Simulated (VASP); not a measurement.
# ScAgTe2 (R-3m) in VASP: settings compared, part 2 of 2

VASP 6.6.1. The steps go on from the part before.

### Step 3. Single point, r2SCAN+rVV10

This run uses another cell than the first one, of 26.41 Å³/atom.

Contents of POSCAR:

```
ScAgTe2
1.0
    2.0948247445      1.2094476301      6.9499948337
   -2.0948247445      1.2094476301      6.9499948337
    0.0000000000     -2.4188952603      6.9499948337
Ag Sc Te
1 1 2
Direct
    1.0000000000      0.0000000000      0.0000000000
    0.5000000000      0.5000000000      0.5000000000
    0.2471437174      0.2471437174      0.2471437174
    0.7528562826      0.7528562826      0.7528562826
```

Contents of INCAR.step1:

```
SYSTEM = ScAgTe2
  ALGO = Normal
  EDIFF = 1E-4
  ENCUT = 520
  GGA = PE
  ISMEAR = -1
  LASPH = .TRUE.
  LCHARG = .FALSE.
  LREAL = .FALSE.
  LWAVE = .TRUE.
  NBANDS = 25
  NELM = 60
  PREC = Accurate
  SIGMA = 0.03
```

Contents of INCAR.step2:

```
SYSTEM = ScAgTe2
  ALGO = Normal
  BPARAM = 11.95
  CPARAM = 0.0093
  EDIFF = 1E-7
  ENCUT = 520
  ISIF = 2
  ISMEAR = -1
  ISTART = 1
  IVDW_NL = 2
  LASPH = .TRUE.
  LCHARG = .FALSE.
  LMIXTAU = .TRUE.
  LREAL = .FALSE.
  LUSE_VDW = .TRUE.
  LWAVE = .FALSE.
  METAGGA = R2SCAN
  NBANDS = 25
  NELM = 60
  PREC = Accurate
  SIGMA = 0.03
```

Contents of KPOINTS:

```
k-points
0
G
  6 6 6
  0 0 0
```

Potentials or basis: VASP PAW PBE potentials, release 64 (Ag, Sc_sv, Te).

Run with:

```bash
$ cat potpaw_PBE.64/Ag/POTCAR potpaw_PBE.64/Sc_sv/POTCAR potpaw_PBE.64/Te/POTCAR > POTCAR
$ cp INCAR.step1 INCAR
$ mpirun -np 1 vasp_std > vasp.out
$ cp INCAR.step2 INCAR
$ mpirun -np 1 vasp_std > vasp.out
```

OUTCAR:

```text
SYSTEM = ScAgTe2
   BPARAM = 11.95
   EDIFF = 1E-7
   ENCUT = 520
   ISIF = 2
   ISMEAR = -1
   ISTART = 1
   IVDW_NL = 2
   LASPH = .TRUE.
   LREAL = .FALSE.
   METAGGA = R2SCAN
   NELM = 60
   PREC = Accurate

 ion  position               nearest neighbor table
   1  0.000  0.000  0.000-   4 3.01   3 3.01   4 3.01   4 3.01   3 3.01   3 3.01
   2  0.500  0.500  0.500-   3 2.94   4 2.94   3 2.94   3 2.94   4 2.94   4 2.94
   3  0.247  0.247  0.247-   2 2.94   2 2.94   2 2.94   1 3.01   1 3.01   1 3.01
   4  0.753  0.753  0.753-   2 2.94   2 2.94   2 2.94   1 3.01   1 3.01   1 3.01

  LATTYP: Found a trigonal (rhomboedric) cell.
 ALAT       =     7.3589049775
 COS(alpha) =     0.8379313569

  Lattice vectors:

 A1 = (   2.0948247445,   1.2094476301,   6.9499948337)
 A2 = (  -2.0948247445,   1.2094476301,   6.9499948337)
 A3 = (   0.0000000000,  -2.4188952603,   6.9499948337)

Analysis of symmetry for initial positions (statically):
=====================================================================
 Subroutine PRICEL returns:
 Original cell was already a primitive cell.

 Routine SETGRP: Setting up the symmetry group for a
 trigonal (rhombohedral) supercell.
[... 173 lines left out ...]

 val. band max:        6.0467122679   @ k =   0.5000   0.5000   0.5000
 cond. band min:       6.5899619873   @ k =   0.5000   0.5000   0.0000
 fundamental gap:      0.5432497194
 Fermi energy:         6.3117915054

 k-point     1 :       0.0000    0.0000    0.0000
  band No.  band energies     occupation
      1     -46.5458      2.00000
      2     -24.1933      2.00000
      3     -24.1740      2.00000
      4     -24.1740      2.00000
      5      -6.4131      2.00000
      6      -5.2361      2.00000
[... 661 lines left out ...]
     24      10.4283      0.00000
     25      11.7599      0.00000

 [... further k-points ...]

------------------------ aborting loop because EDIFF is reached ----------------------------------------

  FORCE on cell =-STRESS in cart. coord.  units (eV):
  Direction    XX          YY          ZZ          XY          YZ          ZX
  --------------------------------------------------------------------------------------
  -------------------------------------------------------------------------------------
  Total        0.2168517      0.2168517      0.1922805     -0.0000000     -0.0000000      0.0000000
  in kB        3.2885390      3.2885390      2.9159185     -0.0000000     -0.0000000      0.0000000
  external PRESSURE =       3.1643322 kB  Pullay stress =       0.0000000 kB

 VOLUME and BASIS-vectors are now :
 -----------------------------------------------------------------------------
  energy-cutoff  :      520.00
  volume of cell :      105.65
      direct lattice vectors                 reciprocal lattice vectors
     2.094824744  1.209447630  6.949994834     0.238683451  0.137803955  0.047961666
    -2.094824744  1.209447630  6.949994834    -0.238683451  0.137803955  0.047961666
     0.000000000 -2.418895260  6.949994834     0.000000000 -0.275607910  0.047961666

 POSITION                                       TOTAL-FORCE (eV/Angst)
 -----------------------------------------------------------------------------------
      0.00000      0.00000      0.00000         0.000000     -0.000000     -0.000000
      0.00000     -0.00000     10.42499        -0.000000     -0.000000     -0.000000
      0.00000     -0.00000      5.15294         0.000000     -0.000000      0.024861
      0.00000     -0.00000     15.69704         0.000000      0.000000     -0.024861
 -----------------------------------------------------------------------------------
    total drift:                               -0.000000     -0.000000      0.000000

  FREE ENERGIE OF THE ION-ELECTRON SYSTEM (eV)
  ---------------------------------------------------
  free  energy   TOTEN  =       -86.1012095069 eV

  energy  without entropy=      -86.1012078108  energy(sigma->0) =      -86.10120866
```

OUTCAR.step1:

```text
SYSTEM = ScAgTe2
   EDIFF = 1E-4
   ENCUT = 520
   GGA = PE
   ISMEAR = -1
   LASPH = .TRUE.
   LREAL = .FALSE.
   NELM = 60
[... 898 lines left out ...]
      0.00000     -0.00000     10.42499         0.000000      0.000000      0.000000
      0.00000     -0.00000      5.15294        -0.000000     -0.000000      0.045101
      0.00000     -0.00000     15.69704        -0.000000      0.000000     -0.045101
 -----------------------------------------------------------------------------------
    total drift:                               -0.000000     -0.000000      0.000000

  FREE ENERGIE OF THE ION-ELECTRON SYSTEM (eV)
  ---------------------------------------------------
  free  energy   TOTEN  =       -18.0959305194 eV

  energy  without entropy=      -18.0957990924  energy(sigma->0) =      -18.09586481
```

OSZICAR.step1:

```text
N       E                     dE             d eps       ncg     rms          rms(c)
DAV:   1     0.300634176914E+03    0.30063E+03   -0.14805E+04  1632   0.123E+03
DAV:   2     0.300104816343E+01   -0.29763E+03   -0.28610E+03  1600   0.349E+02
DAV:   3    -0.191257328951E+02   -0.22127E+02   -0.21306E+02  2260   0.902E+01
DAV:   4    -0.199422964762E+02   -0.81656E+00   -0.81387E+00  2248   0.190E+01
DAV:   5    -0.199631432595E+02   -0.20847E-01   -0.20838E-01  2198   0.274E+00    0.920E+00
DAV:   6    -0.181357897557E+02    0.18274E+01   -0.45830E+00  2341   0.218E+01    0.489E+00
DAV:   7    -0.181043118502E+02    0.31478E-01   -0.39413E-01  2064   0.449E+00    0.312E+00
DAV:   8    -0.180960903843E+02    0.82215E-02   -0.76808E-02  2244   0.209E+00    0.103E+00
DAV:   9    -0.180963308073E+02   -0.24042E-03   -0.14855E-02  2287   0.125E+00    0.366E-01
DAV:  10    -0.180959128468E+02    0.41796E-03   -0.37079E-03  2395   0.646E-01    0.195E-01
DAV:  11    -0.180959305194E+02   -0.17673E-04   -0.44172E-04  1843   0.206E-01
   1 F= -.18095931E+02 E0= -.18095865E+02  d E =-.131427E-03
```

Run time: 38 min. Hardware: 1 thread of Oxide Virtual Turin-like, shared host; peak memory 1.1 GiB.

What came out:

* Free energy: -86.1012 eV
* Pressure: 0.3 GPa
* Largest force: 0.025 eV/Å
* Band gap on the k mesh: 0.54 eV (least direct gap 1.11 eV)

Forces in eV/Å, atoms in the order of the input:
```
Ag   0.000  0.000  0.000
Sc   0.000  0.000  0.000
Te   0.000  0.000  0.025
Te   0.000  0.000 -0.025
```

Caveat: the PAW data sets were made with another functional, which shifts forces and pressure a little; spin-orbit coupling is left out, which moves the levels of the heavy elements.
